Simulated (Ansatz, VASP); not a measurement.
## Mo6CO in VASP and in Ansatz

The input INCAR:

```
  PREC = Accurate
  ENCUT = 520
  EDIFF = 1E-6
  ISMEAR = 0
  SIGMA = 0.1
  LREAL = F
  LASPH = T
  NELM = 60
  ALGO = Normal
  ISIF = 2
  LWAVE = F
  LCHARG = F
  LDIPOL = T
  IDIPOL = 3
  DIPOL = 0.5 0.5 0.340
  GGA = PE
  NBANDS = 57
```

The input KPOINTS:

```
regular mesh
0
Gamma
  6 6 1
```

POSCAR

```
Mo6CO
1.0
    4.4695765303      0.0000000000      0.0000000000
   -2.2347882651      3.8707668194      0.0000000000
    0.0000000000      0.0000000000     22.2595667262
Mo C O
6 1 1
Direct
    0.6666666667      0.3333333333      0.1796980170
    0.3333333333      0.6666666667      0.2206848206
    0.0000000000      0.0000000000      0.2616716241
    0.6666666667      0.3333333333      0.2990464568
    0.3333333333      0.6666666667      0.3355219825
    0.0000000000      0.0000000000      0.3710569405
    0.1666666667      0.3333333333      0.5134676190
    0.2964328752      0.5928657504      0.5395238314
```

Input for Ansatz:

```yaml
crystal:
  lattice:
    - [4.4695765303, 0.0, 0.0]
    - [-2.2347882651, 3.8707668194, 0.0]
    - [0.0, 0.0, 22.2595667262]
  atoms:
    - { symbol: Mo, position: [0.6666666667, 0.3333333333, 0.179698017] }
    - { symbol: Mo, position: [0.3333333333, 0.6666666667, 0.2206848206] }
    - { symbol: Mo, position: [0.0, 0.0, 0.2616716241] }
    - { symbol: Mo, position: [0.6666666667, 0.3333333333, 0.2990464568] }
    - { symbol: Mo, position: [0.3333333333, 0.6666666667, 0.3355219825] }
    - { symbol: Mo, position: [0.0, 0.0, 0.3710569405] }
    - { symbol: C, position: [0.1666666667, 0.3333333333, 0.513467619] }
    - { symbol: O, position: [0.2964328752, 0.5928657504, 0.5395238314] }
basis:
  ecutwfc: 420
kpoints:
  mp_grid: { grid: [6, 6, 1] }
hamiltonian:
  xc: pbe
  pseudopotentials: { kind: paw, azcp: { folder: soft_1 } }
scf:
  occupations: { method: gaussian, width: 0.1 }
output:
  forces: true
  eigenvalues: true
efield:
  axis: 3
  dipole_correction: true
  ramp_width: 0.04
```

Alike in both runs: task single point; functional PBE; k mesh 6 × 6 × 1; occupations gaussian, width 0.1 eV; no spin polarisation.

|  | VASP | Ansatz |
| --- | --- | --- |
| version | VASP 6.6.1 | Ansatz 0.2.0 |
| potentials or method | VASP PAW PBE potentials, release 64 (Mo_sv, C, O), cutoff 520 eV | scalar-relativistic, plane waves, PAW |
| valence electrons in the cell | 94 | 94 |

```csv
,VASP,Ansatz,Ansatz less VASP
gap on the k mesh at the Fermi level (eV),none,none,-
rms of the force components (eV/Å),0.602,0.770,+0.1682
```

Atom by atom the forces differ by 0.224 eV/Å (rms over components). A gap of «none» marks a metal or a gap that the smearing closes.

Noted on VASP's run: the standard files for N, O and F lose accuracy on very short bonds.
